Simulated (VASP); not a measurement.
Here is a VASP 6.6.1 calculation.

The input INCAR:

```
PREC = Accurate ; ENCUT = 520
EDIFF = 1E-7 ; ISMEAR = 0
SIGMA = 0.1 ; LREAL = False
LASPH = True ; NELM = 100
ALGO = Fast ; ISIF = 2
LWAVE = False ; LCHARG = False
GGA = PS ; NBANDS = 10
```

Contents of KPOINTS:

```
Automatic mesh
0
Gamma
  12 12 18
```

POSCAR

```
I
1.0
    2.5016167042     -3.7948055437     -0.0204336900
    2.5016167042      3.7948055437     -0.0204336900
   -1.6165886154      0.0000000000      2.3990270897
I
1
Direct
    0.5000000000      0.5000000000      0.5000000000
```

Potentials or basis: VASP PAW PBE potentials, release 64 (I).

The run is started by

```sh
$ cat potpaw_PBE.64/I/POTCAR > POTCAR
$ mpirun -np 1 vasp_std > vasp.out
```

(1) Estimate the band gap on the k mesh.

(2) What does it give for the pressure?

Answers

(1) zero (an odd number of electrons rules out a gap without spin polarisation).

(2) -0.2 GPa.

Caveat: the cell differs from its parent crystal (strained); the PAW data sets were made with another functional, which shifts forces and pressure a little; spin-orbit coupling is left out, which moves the levels of the heavy elements; an odd number of electrons without spin polarisation forces a metal; a magnetic or distorted state may lie lower.
